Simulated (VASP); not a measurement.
# Tl2Zn: single point with PBE

Crystal: Tl2Zn.

```
Zn Tl
1.0
     4.58155    0.00000    0.00000
     0.00000    4.58155    0.00000
     0.00000    0.00000    7.87810
Zn Tl
2 4
Direct
  0.00000 0.50000 0.73115
  0.50000 0.00000 0.26885
  0.00000 0.00000 0.00000
  0.50000 0.50000 0.00000
  0.00000 0.50000 0.36104
  0.50000 0.00000 0.63896
```

| Property | Result |
| --- | --- |
| Program | VASP 6.6.1 |
| Task | single point |
| Functional | PBE |
| Potentials or basis | VASP PAW PBE potentials, release 64 (Zn, Tl_d) |
| Cutoff | 520 eV |
| k mesh | 8 × 8 × 6 |
| Occupations | gaussian, width 0.1 eV |
| Spin | no spin polarisation |
| Dipole correction | no |
| Further INCAR settings | ALGO = Fast; EDIFF = 1e-06; NBANDS = 47 |

- Pressure: 0.0 GPa
- Band gap on the k mesh: zero (bands 38 and 39 overlap by 2.47 eV)

Forces in eV/Å, atoms in the order of the input:
```
Zn   0.000  0.000 -0.003
Zn   0.000  0.000  0.003
Tl   0.000  0.000  0.000
Tl   0.000  0.000  0.000
Tl   0.000  0.000 -0.001
Tl   0.000  0.000  0.001
```

Levels at points of the mesh, in eV from the Fermi level:
| k point | band 34 | band 35 | band 36 | band 37 | band 38 | band 39 | band 40 | band 41 | band 42 | band 43 |
| --- | --- | --- | --- | --- | --- | --- | --- | --- | --- | --- |
| (0.00, 0.00, 0.00) | -2.67 | -2.50 | -0.88 | -0.88 | 0.28 | 2.06 | 2.17 | 2.17 | 2.26 | 2.45 |
| (0.50, 0.00, 0.00) | -5.33 | -3.51 | -3.51 | 1.27 | 1.27 | 1.57 | 1.57 | 2.81 | 2.81 | 3.60 |
| (0.50, 0.50, 0.00) | -5.52 | -3.10 | -3.10 | -1.43 | -1.43 | -1.10 | -1.10 | -0.87 | -0.87 | 5.14 |
| (0.00, 0.00, 0.50) | -2.67 | -2.42 | -1.39 | -0.45 | -0.45 | 0.25 | 0.59 | 0.59 | 3.25 | 3.87 |
| (0.50, 0.00, 0.50) | -6.09 | -1.99 | -1.99 | -0.11 | -0.11 | 1.98 | 1.98 | 2.18 | 2.18 | 2.76 |
| (0.50, 0.50, 0.50) | -5.40 | -3.91 | -3.91 | -2.35 | -2.35 | 0.62 | 0.62 | 1.64 | 1.64 | 1.93 |

Wall time 4.6 min on 1 thread of AMD EPYC 7R13 Processor (Zen 3) (shared host), peak memory 0.48 GiB.

Caveat: spin-orbit coupling is left out, which moves the levels of the heavy elements.
